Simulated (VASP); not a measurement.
# TiAl32 (a cell with a defect) in VASP: notebook

The runs below take TiAl32 (a cell with a defect) through single point, with r2SCAN.

Everything below comes from runs of VASP 6.6.1. Logs are shortened: lines on timing, memory, paths and dates and some standing lists are left out, and cuts for length are marked.

### 1 The cell of the first run

The cell holds a defect, 33 atoms: a = 8.100 Å, b = 8.100 Å, c = 8.100 Å, α = 90.00°, β = 90.00°, γ = 90.00°.

### 2 Single point, r2SCAN

The input, POSCAR:

```
TiAl32
1.0
    8.1000000000      0.0000000000      0.0000000000
    0.0000000000      8.1000000000      0.0000000000
    0.0000000000      0.0000000000      8.1000000000
Al Ti
32 1
Direct
    0.5000424608     -0.0001714677     -0.0218782646
    0.7600197562      0.2398867279      0.0105477056
    0.6822906702      0.0002070448      0.2493873912
   -0.0000891981      0.0002239132     -0.0658199632
    0.2399374813      0.2397201374      0.0107268288
    0.4999489804      0.5001279737     -0.0077971849
    0.7604336559      0.7602170936      0.0109983776
    0.3181336484      0.0002035058      0.2494024125
    0.5000477209      0.2718389428      0.2505252751
    0.7282064907      0.4998771444      0.2505536465
    0.5000539799     -0.0002659793      0.5215987693
    0.7614641834      0.2384199348      0.4891963422
    0.7281727387     -0.0002188878      0.7506190320
    0.0000692584      0.4998921689     -0.0218821079
    0.2395294247      0.7603778134      0.0111785989
   -0.0000836343      0.3173898906      0.2493747080
    0.2717277855      0.4998751327      0.2505900501
    0.5000499430      0.7283242447      0.2506169114
   -0.0000786685      0.0001970818      0.5701376788
    0.2385139240      0.2382448051      0.4890389833
    0.4999681079      0.5000797775      0.5079457134
    0.7619014018      0.7616331510      0.4887984163
    0.2717584735     -0.0002272857      0.7506224871
    0.4999570855      0.2578490823      0.7496684809
    0.7421255331      0.5001037542      0.7496850826
   -0.0000802652      0.6815418025      0.2494124494
    0.0001067635      0.4998634028      0.5216005069
    0.2380802265      0.7618047336      0.4886376345
    0.0000855004      0.2718780157      0.7506155190
    0.2579087038      0.5000987692      0.7497072745
    0.4999620850      0.7420669486      0.7497243299
    0.0000938240      0.7282932759      0.7506247506
    0.0002711585     -0.0006825484      0.2527318641
```

The input, INCAR.step1:

```
PREC = Accurate
ENCUT = 440
ISMEAR = 0
SIGMA = 0.1
LREAL = Auto
LASPH = True
NELM = 120
NBANDS = 76
GGA = PE
ALGO = Normal
EDIFF = 1E-5
LWAVE = True
LCHARG = False
GGA_COMPAT = False
```

The input, INCAR.step2:

```
PREC = Accurate
ENCUT = 440
EDIFF = 1E-6
ISMEAR = 0
SIGMA = 0.1
LREAL = Auto
LASPH = True
NELM = 120
ALGO = Normal
ISIF = 2
LWAVE = False
LCHARG = True
METAGGA = R2SCAN
LMIXTAU = True
LELF = True
LVHAR = True
NBANDS = 76
ISTART = 1
GGA_COMPAT = False
```

The input, KPOINTS:

```
regular mesh
0
Gamma
  2 2 2
```

Potentials or basis: VASP PAW PBE potentials, release 64 (Al, Ti_sv).

Command:

```console
$ cat potpaw_PBE.64/Al/POTCAR potpaw_PBE.64/Ti_sv/POTCAR > POTCAR
$ cp INCAR.step1 INCAR
$ mpirun -np 1 vasp_std > vasp.out
$ cp INCAR.step2 INCAR
$ mpirun -np 1 vasp_std > vasp.out
```

OUTCAR:

```text
PREC = Accurate
   ENCUT = 440
   EDIFF = 1E-6
   ISMEAR = 0
   LREAL = Auto
   LASPH = True
   NELM = 120
   ISIF = 2
   METAGGA = R2SCAN
   ISTART = 1

 ion  position               nearest neighbor table
   1  0.500  1.000  0.978-  13 2.61  23 2.61   8 2.65   3 2.65  31 2.79  24 2.79   5 2.88   2 2.88
                            15 2.88   7 2.88  18 3.12   9 3.12
   2  0.760  0.240  0.011-   3 2.81  16 2.81   4 2.82   9 2.88  10 2.88  29 2.88  13 2.88   1 2.88
                            14 2.88   6 2.98  24 2.99  25 2.99
   3  0.682  0.000  0.249-  33 2.58   1 2.65   9 2.65  18 2.65  11 2.65  12 2.81   7 2.81   2 2.81
                            22 2.81   8 2.95
   4  1.000  0.000  0.934-  33 2.58  29 2.66  13 2.66  23 2.66  32 2.66   2 2.82   5 2.82   7 2.82
                            15 2.82  19 2.95
   5  0.240  0.240  0.011-   8 2.81  16 2.81   4 2.82   9 2.88  29 2.88  17 2.88  23 2.88   1 2.88
                            14 2.88   6 2.98  24 2.99  30 2.99
   6  0.500  0.500  0.992-  31 2.77  30 2.78  25 2.78  24 2.78   9 2.79  10 2.79  17 2.79  18 2.79
                             2 2.98   5 2.98   7 2.99  15 2.99
   7  0.760  0.760  0.011-  26 2.81   3 2.81   4 2.82  10 2.88  13 2.88  18 2.88  32 2.88  14 2.88
                             1 2.88   6 2.99  25 2.99  31 2.99
   8  0.318  0.000  0.249-  33 2.57   1 2.65   9 2.65  18 2.65  11 2.65  20 2.81  15 2.81   5 2.81
                            28 2.81   3 2.95
   9  0.500  0.272  0.251-  10 2.61  17 2.61   8 2.65   3 2.65  21 2.79   6 2.79   5 2.88   2 2.88
[... 32 lines left out ...]
                             2 2.99   7 2.99  12 2.99  22 3.00
  26  1.000  0.682  0.249-  33 2.57  14 2.64  10 2.65  17 2.65  27 2.65  22 2.81  15 2.81   7 2.81
                            28 2.81  16 2.95
  27  0.000  0.500  0.522-  29 2.62  32 2.62  26 2.65  16 2.65  30 2.79  25 2.79  28 2.88  22 2.88
                            20 2.88  12 2.88  17 3.11  10 3.11
  28  0.238  0.762  0.489-  19 2.81  26 2.81   8 2.81  11 2.88  27 2.88  32 2.88  23 2.88  18 2.88
                            17 2.88  30 3.00  31 3.00  21 3.00
  29  0.000  0.272  0.751-  14 2.61  27 2.62  19 2.64   4 2.66  30 2.79  25 2.79   2 2.88   5 2.88
                            12 2.88  20 2.88  23 3.11  13 3.12
  30  0.258  0.500  0.750-  21 2.77  31 2.77  24 2.77   6 2.78  27 2.79  32 2.79  29 2.79  14 2.79
                             5 2.99  15 2.99  20 3.00  28 3.00
  31  0.500  0.742  0.750-  21 2.77  30 2.77  25 2.77   6 2.77  11 2.79  23 2.79  13 2.79   1 2.79
                             7 2.99  15 2.99  22 3.00  28 3.00
  32  0.000  0.728  0.751-  14 2.61  27 2.62  19 2.64   4 2.66  30 2.79  25 2.79  15 2.88   7 2.88
                            28 2.88  22 2.88  23 3.11  13 3.11
  33  0.000  0.999  0.253-  19 2.57  26 2.57   8 2.57   3 2.58  16 2.58   4 2.58

  LATTYP: Found a simple cubic cell.
 ALAT       =     8.1000000000

  Lattice vectors:

 A1 = (   8.1000000000,   0.0000000000,   0.0000000000)
 A2 = (   0.0000000000,   8.1000000000,   0.0000000000)
 A3 = (   0.0000000000,   0.0000000000,   8.1000000000)

Analysis of symmetry for initial positions (statically):
=====================================================================
 Subroutine PRICEL returns:
 Original cell was already a primitive cell.

 Routine SETGRP: Setting up the symmetry group for a
 simple cubic supercell.

 Subroutine GETGRP returns: Found  1 space group operations
 (whereof  1 operations were pure point group operations)
 out of a pool of 48 trial point group operations.

The static configuration has the point symmetry C_1 .

Analysis of symmetry for dynamics (positions and initial velocities):
=====================================================================
 Subroutine PRICEL returns:
 Original cell was already a primitive cell.

 Routine SETGRP: Setting up the symmetry group for a
 simple cubic supercell.

 Subroutine GETGRP returns: Found  1 space group operations
 (whereof  1 operations were pure point group operations)
 out of a pool of 48 trial point group operations.

The dynamic configuration has the point symmetry C_1 .

 Subroutine INISYM returns: Found  1 space group operations
 (whereof  1 operations are pure point group operations),
 and found     1 'primitive' translations

----------------------------------------------------------------------------------------

                                     Primitive cell

  volume of cell :     531.4410

  direct lattice vectors                    reciprocal lattice vectors
     8.100000000  0.000000000  0.000000000     0.123456790  0.000000000  0.000000000
     0.000000000  8.100000000  0.000000000     0.000000000  0.123456790  0.000000000
     0.000000000  0.000000000  8.100000000     0.000000000  0.000000000  0.123456790

  length of vectors
     8.100000000  8.100000000  8.100000000     0.123456790  0.123456790  0.123456790

  position of ions in fractional coordinates (direct lattice)
     0.500042461  0.999828532  0.978121735
     0.760019756  0.239886728  0.010547706
     0.682290670  0.000207045  0.249387391
     0.999910802  0.000223913  0.934180037
     0.239937481  0.239720137  0.010726829
     0.499948980  0.500127974  0.992202815
[... 25 lines left out ...]
     0.000093824  0.728293276  0.750624751
     0.000271158  0.999317452  0.252731864

  ion indices of the primitive-cell ions
   primitive index   ion index
                 1           1
                 2           2
                 3           3
                 4           4
                 5           5
                 6           6
[... 25 lines left out ...]
                32          32
                33          33

----------------------------------------------------------------------------------------

 KPOINTS: regular mesh

Automatic generation of k-mesh.
 Grid dimensions read from file:
 generate k-points for:    2    2    2

 Generating k-lattice:

  Cartesian coordinates                     Fractional coordinates (reciprocal lattice)
     0.061728395  0.000000000  0.000000000     0.500000000  0.000000000  0.000000000
     0.000000000  0.061728395  0.000000000     0.000000000  0.500000000  0.000000000
     0.000000000  0.000000000  0.061728395     0.000000000  0.000000000  0.500000000

  Length of vectors
     0.061728395  0.061728395  0.061728395

  Shift w.r.t. Gamma in fractional coordinates (k-lattice)
     0.000000000  0.000000000  0.000000000

 Subroutine IBZKPT returns following result:
 ===========================================

 Found      8 irreducible k-points:

 Following reciprocal coordinates:
            Coordinates               Weight
  0.000000  0.000000  0.000000      1.000000
  0.500000  0.000000  0.000000      1.000000
  0.000000  0.500000  0.000000      1.000000
  0.000000  0.000000  0.500000      1.000000
  0.500000  0.500000  0.000000      1.000000
  0.000000  0.500000  0.500000      1.000000
  0.500000  0.000000  0.500000      1.000000
  0.500000  0.500000  0.500000      1.000000
   k-points           NKPTS =      8   k-points in BZ     NKDIM =      8   number of bands    NBANDS=     76
   number of dos      NEDOS =    301   number of ions     NIONS =     33
   total plane-waves  NPLWV = 175616
   dimension x,y,z NGX =    56 NGY =   56 NGZ =   56
   dimension x,y,z NGXF=   112 NGYF=  112 NGZF=  112
   ions per type =              32   1
   NGX,Y,Z   is equivalent  to a cutoff of  11.49, 11.49, 11.49 a.u.
   NGXF,Y,Z  is equivalent  to a cutoff of  22.99, 22.99, 22.99 a.u.
 SYSTEM =  unknown system
   PREC   = accura    normal or accurate (medium, high low for compatibility)
   ISTART =      1    job   : 0-new  1-cont  2-samecut
   ICHARG =      0    charge: 1-file 2-atom 10-const
   ISPIN  =      1    spin polarized calculation?
   LNONCOLLINEAR =      F non collinear calculations
   LSORBIT =      F    spin-orbit coupling
   LASPH  =      T    aspherical Exc in radial PAW
   ENCUT  =  440.0 eV  32.34 Ry    5.69 a.u.  13.85 13.85 13.85*2*pi/ulx,y,z
   NELM   =    120;   NELMIN=  2; NELMDL=  0     # of ELM steps
   EDIFF  = 0.1E-05   stopping-criterion for ELM
   LREAL  =      T    real-space projection
   EDIFFG = 0.1E-04   stopping-criterion for IOM
   NSW    =      0    number of steps for IOM
   IBRION =     -1    ionic relax: 0-MD 1-quasi-New 2-CG
   NFREE  =      0    steps in history (QN), initial steepest desc. (CG)
   ISIF   =      2    stress and relaxation
   ISYM   =      2    0-nonsym 1-usesym 2-fastsym
   POTIM  = 0.5000    time-step for ionic-motion
   TEBEG  =    0.0;   TEEND  =   0.0 temperature during run
   PSTRESS=    0.0 pullay stress
   NELECT =     108.0000    total number of electrons
   NUPDOWN=      -1.0000    fix difference up-down
   EMIN   =  10.00;   EMAX   =-10.00  energy-range for DOS
   EFERMI =   0.00;   METHOD = LEGACY
   ISMEAR =     0;   SIGMA  =   0.10  broadening in eV -4-tet -1-fermi 0-gaus
   EFERMI_NEDOS =   21; number of points for ismear=-14 and -15
   IALGO  =     38    algorithm
   IMIX   =      4    mixing-type and parameters
     AMIX     =   0.40;   BMIX     =  1.00
     AMIX_MAG =   1.60;   BMIX_MAG =  1.00
  volume/ion in A,a.u.               =      16.10       108.68
  Fermi-wavevector in a.u.,A,eV,Ry     =   0.962493  1.818849 12.604348  0.926393
  Thomas-Fermi vector in A             =   2.091957
   LORBIT       =      0    0 simple, 1 ext, 2 COOP (PROOUT), +10 PAW based schemes
   METAGGA = R2SCAN    functional components
   LHFCALC =     F    Hartree Fock is set to
   AEXX    =    0.0000 exact exchange contribution
   IVDW    =     0    specifies the selected vdW correction
   LEPSILON=     F    determine dielectric tensor
   LRPA    =     F    only Hartree local field effects (RPA)
 non-spin polarized calculation
 Gauss-broadening in eV      SIGMA  =   0.10
  energy-cutoff  :      440.00
  volume of cell :      531.44
 maximum number of plane-waves:     11152
 NGX is ok and might be reduce to    56
   NGX = 27   NGY = 27   NGZ = 27

 number of electron     108.0000005 magnetization

 Free energy of the ion-electron system (eV)
  ---------------------------------------------------
  ext. energy  EPLUGINS =         0.00000000
  ---------------------------------------------------
  free energy    TOTEN  =      -226.13001066 eV

  energy without entropy =     -226.04675309  energy(sigma->0) =     -226.08838188

 E-fermi :   8.0086     XC(G=0): -11.0342

 val. band max:        7.9772692872   @ k =   0.0000   0.0000   0.5000
 cond. band min:       8.0354773418   @ k =   0.5000   0.0000   0.0000
 fundamental gap:      0.0582080546
 Fermi energy:         8.0085937161

 k-point     1 :       0.0000    0.0000    0.0000
  band No.  band energies     occupation
      1     -50.9509      2.00000
      2     -26.2308      2.00000
      3     -26.2307      2.00000
      4     -26.2307      2.00000
      5      -3.6820      2.00000
      6      -1.7076      2.00000
[... 541 lines left out ...]
     65      10.2961      0.00000
     66      11.3461      0.00000
 [bands above 66 left out]

------------------------ aborting loop because EDIFF is reached ----------------------------------------

  FORCE on cell =-STRESS in cart. coord.  units (eV):
  Direction    XX          YY          ZZ          XY          YZ          ZX
  --------------------------------------------------------------------------------------
  -------------------------------------------------------------------------------------
  Total        7.9458784      7.9463648      7.9249702      0.0001687     -0.0022007      0.0009537
  in kB       23.9550698     23.9565361     23.8920362      0.0005087     -0.0066347      0.0028752
  external PRESSURE =      23.9345474 kB  Pullay stress =       0.0000000 kB

 VOLUME and BASIS-vectors are now :
 -----------------------------------------------------------------------------
  energy-cutoff  :      440.00
  volume of cell :      531.44
      direct lattice vectors                 reciprocal lattice vectors
     8.100000000  0.000000000  0.000000000     0.123456790  0.000000000  0.000000000
     0.000000000  8.100000000  0.000000000     0.000000000  0.123456790  0.000000000
     0.000000000  0.000000000  8.100000000     0.000000000  0.000000000  0.123456790

 POSITION                                       TOTAL-FORCE (eV/Angst)
 -----------------------------------------------------------------------------------
      4.05034      8.09861      7.92279         0.000621      0.002431     -0.010267
      6.15616      1.94308      0.08544        -0.018645      0.019877     -0.020547
      5.52655      0.00168      2.02004        -0.038526      0.001058     -0.004594
      8.09928      0.00181      7.56686        -0.000123      0.001314     -0.038436
      1.94349      1.94173      0.08689         0.018772      0.021151     -0.021318
      4.04959      4.05104      8.03684         0.000433     -0.001059      0.028005
[... 25 lines left out ...]
      0.00076      5.89918      6.08006        -0.000899     -0.015550      0.004034
      0.00220      8.09447      2.04713         0.000483     -0.000613      0.001422
 -----------------------------------------------------------------------------------
    total drift:                                0.001387     -0.008346      0.018258

  FREE ENERGIE OF THE ION-ELECTRON SYSTEM (eV)
  ---------------------------------------------------
  free  energy   TOTEN  =      -226.1300106623 eV

  energy  without entropy=     -226.0467530918  energy(sigma->0) =     -226.08838188
```

Wall time 11 min (1 thread of Intel Xeon 6975P-C (Granite Rapids), shared host); peak memory 0.54 GiB.

Results:

```yaml
Free_energy: -226.1300 eV
Pressure: 2.4 GPa
Largest_force: 0.046 eV/Å
Band_gap_on_the_k_mesh: zero (bands 54 and 55 overlap by 1.04 eV)
```

Forces in eV/Å, atoms in the order of the input:
```
Al   0.001  0.002 -0.010
Al  -0.019  0.020 -0.021
Al  -0.039  0.001 -0.005
Al   0.000  0.001 -0.038
Al   0.019  0.021 -0.021
Al   0.000 -0.001  0.028
Al  -0.022 -0.020 -0.024
Al   0.039  0.001 -0.005
Al   0.001  0.012 -0.003
Al  -0.013 -0.002 -0.004
Al   0.001  0.002  0.018
Al  -0.025  0.026  0.022
Al  -0.014  0.002  0.004
Al  -0.001 -0.001 -0.010
Al   0.021 -0.020 -0.026
Al  -0.001  0.038 -0.004
Al   0.014 -0.001 -0.004
Al   0.000 -0.014 -0.005
Al   0.000  0.001  0.035
Al   0.024  0.027  0.022
Al   0.000  0.000 -0.025
Al  -0.028 -0.025  0.023
Al   0.015  0.002  0.004
Al   0.000 -0.027  0.001
Al   0.027 -0.001  0.001
Al   0.000 -0.039 -0.005
Al  -0.001 -0.002  0.018
Al   0.028 -0.026  0.025
Al  -0.001  0.012  0.004
Al  -0.027  0.000  0.000
Al   0.000  0.026  0.000
Al  -0.001 -0.016  0.004
Ti   0.000 -0.001  0.001
```

Caveat: the k points lie up to 0.39 Å⁻¹ apart, too coarse for converged energies and pressures of a metal; the PAW data sets were made with another functional, which shifts forces and pressure a little.

[end of part 1 of 2]
